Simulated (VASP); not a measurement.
# Sn2Te: relaxation of cell and atoms with PBE

Sn2Te:

```
CELL_PARAMETERS angstrom
4.50178 0.00000 0.00000
-2.25089 3.89865 0.00000
0.00000 0.00000 5.31851
ATOMIC_POSITIONS crystal
Sn 0.33333 0.66667 0.35229
Sn 0.66667 0.33333 0.64771
Te 0.00000 0.00000 0.00000
```

```
Program                : VASP 6.6.1
Task                   : relaxation of cell and atoms
Functional             : PBE
Potentials or basis    : VASP PAW PBE potentials, release 64 (Sn_d, Te)
Cutoff                 : 600 eV
k mesh                 : 12 × 12 × 8
Occupations            : gaussian, width 0.1 eV
Spin                   : no spin polarisation
Dipole correction      : no
Further INCAR settings : ALGO = Fast; EDIFF = 1e-06; IBRION = 2; EDIFFG = -0.01; NSW = 100; ISIF = 3
```

```json
{
 "Relaxed volume": "30.91 Å³/atom",
 "Relaxed cell": "a = 4.299 Å, b = 4.299 Å, c = 5.793 Å, α = 90.00°, β = 90.00°, γ = 120.00°",
 "Space group after relaxing (to 0.1 Å)": "P-3m1 (No. 164)",
 "Energy gained by relaxing": "18.7 meV/atom",
 "Ionic steps": "15",
 "Pressure after relaxing": "0.0 GPa",
 "Largest force after relaxing": "0.009 eV/Å",
 "Band gap on the k mesh": "zero (bands 17 and 18 overlap by 2.81 eV)"
}
```

Forces on the atoms (eV/Å):
```
Sn   0.000  0.000  0.009
Sn   0.000  0.000 -0.009
Te   0.000  0.000  0.000
```

Step by step:
| step | energy change (eV) | largest force (eV/Å) | pressure (GPa) | volume (Å³) |
| --- | --- | --- | --- | --- |
| 1 | 0.0000 | 0.1544 | -0.23 | 93.34 |
| 2 | -0.0084 | 0.1427 | -0.01 | 92.73 |
| 3 | -0.0259 | 0.0988 | 0.95 | 90.86 |
| 4 | -0.0023 | 0.0743 | 3.18 | 86.98 |
| 5 | -0.0283 | 0.0652 | 1.37 | 89.95 |
| 6 | -0.0319 | 0.0537 | 1.31 | 90.08 |
| 7 | -0.0407 | 0.0328 | 1.11 | 90.44 |
| 8 | -0.0519 | 0.0061 | 0.74 | 91.13 |
| 9 | -0.0473 | 0.0728 | 0.23 | 92.31 |
| 10 | -0.0538 | 0.0352 | 0.55 | 91.60 |
| 11 | -0.0553 | 0.0215 | 0.24 | 92.06 |
| 12 | -0.0559 | 0.0090 | 0.11 | 92.51 |
| 13 | -0.0550 | 0.0167 | -0.23 | 93.41 |
| 14 | -0.0560 | 0.0047 | -0.06 | 92.79 |
| 15 | -0.0560 | 0.0086 | -0.04 | 92.72 |

Final structure:
```
Sn Te
1.0
     4.29901    0.00000    0.00000
    -2.14951    3.72306    0.00000
     0.00000    0.00000    5.79323
Sn Te
2 1
Direct
  0.33333 0.66667 0.33709
  0.66667 0.33333 0.66291
  0.00000 0.00000 0.00000
```

Levels at points of the mesh, in eV from the Fermi level:
| k point | band 13 | band 14 | band 15 | band 16 | band 17 | band 18 | band 19 | band 20 | band 21 |
| --- | --- | --- | --- | --- | --- | --- | --- | --- | --- |
| (0.00, 0.00, 0.00) | -6.58 | -1.57 | -1.57 | 0.49 | 0.55 | 0.58 | 0.58 | 3.97 | 4.06 |
| (0.50, 0.00, 0.00) | -5.88 | -3.64 | -3.27 | -2.99 | -2.28 | 1.37 | 2.28 | 2.49 | 2.78 |
| (0.00, 0.00, 0.50) | -3.59 | -2.20 | -1.56 | -1.56 | 1.41 | 1.41 | 2.21 | 2.21 | 2.36 |
| (0.50, 0.00, 0.50) | -7.18 | -5.19 | -2.44 | -1.60 | -0.83 | -0.69 | 2.00 | 3.09 | 4.85 |

Wall time 28 min on 1 thread of Intel(R) Xeon(R) 6975P-C (Granite Rapids) (shared host), peak memory 0.45 GiB.

Caveat: spin-orbit coupling is left out, which moves the levels of the heavy elements.
